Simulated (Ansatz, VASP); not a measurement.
**CoSi: VASP beside Ansatz**

INCAR

```
ALGO     = Normal         # electronic algorithm
EDIFF    = 1E-6           # SCF threshold, eV
ENCUT    = 520            # plane-wave cutoff, eV
GGA      = PE             # functional
ISIF     = 2              # what is computed and relaxed
ISMEAR   = -1             # smearing method
ISPIN    = 2              # spin polarisation
LASPH    = T              # aspherical terms in the spheres
LCHARG   = T              # write CHGCAR
LELF     = T              # ELF
LMAXMIX  = 4              # l up to which the mixer works
LORBIT   = 11             # projections on sites
LREAL    = F              # projectors in reciprocal space
LVHAR    = T            
LWAVE    = F              # write WAVECAR
MAGMOM   = 2 0            # initial moments
NBANDS   = 18             # bands
NELM     = 150            # most SCF steps
PREC     = Accurate       # precision mode
SIGMA    = 0.05           # smearing width, eV
```

KPOINTS

```
k-points
0
Gamma
  10 10 10
```

Contents of POSCAR:

```
CoSi
1.0
    2.7997539673      0.0000000000      0.0000000000
    0.0000000000      2.7997539673      0.0000000000
    0.0000000000      0.0000000000      2.7997539673
Co Si
1 1
Direct
    0.0000000000      0.0000000000      0.0000000000
    0.5000000000      0.5000000000      0.5000000000
```

The input input.yaml:

```yaml
crystal:
  lattice:
    - [2.7997539673, 0.0, 0.0]
    - [0.0, 2.7997539673, 0.0]
    - [0.0, 0.0, 2.7997539673]
  atoms:
    - { symbol: Co, position: [0.0, 0.0, 0.0], spin: 2.0 }
    - { symbol: Si, position: [0.5, 0.5, 0.5] }
kpoints:
  mp_grid: { grid: [10, 10, 10] }
scf:
  occupations: { method: fermi_dirac, width: 0.05 }
hamiltonian:
  xc: pbe
  pseudopotentials: { kind: all_electron, lapw: { basis_error: 0.0005 } }
magnetization:
  spin_polarized: true
output:
  forces: true
  stress: true
  eigenvalues: true
```

Change from the starting cell: volume scaled by 1.02.

Alike in both runs: task single point; functional PBE; k mesh 10 × 10 × 10; occupations fermi-dirac, width 0.05 eV; collinear spin.

|  | VASP | Ansatz |
| --- | --- | --- |
| version | VASP 6.6.1 | Ansatz 0.2.0 |
| potentials or method | VASP PAW PBE potentials, release 64 (Co, Si), cutoff 520 eV | all-electron LAPW, scalar-relativistic |

|  | VASP | Ansatz | Ansatz less VASP |
| --- | --- | --- | --- |
| gap on the k mesh at the Fermi level (eV) | none | none | - |
| pressure (GPa) | -3.5 | -3.4 | +0.16 |
| net moment per atom (μB) | 0.27 | 0.28 | +0.007 |
| size of the moment on the site where the two differ most (μB) | 0.56 | 0.58 | +0.021 |

Site moments also hang on the region over which each program counts them. A gap of «none» marks a metal or a gap that the smearing closes. Ansatz ran all-electron here, and VASP with PAW potentials.
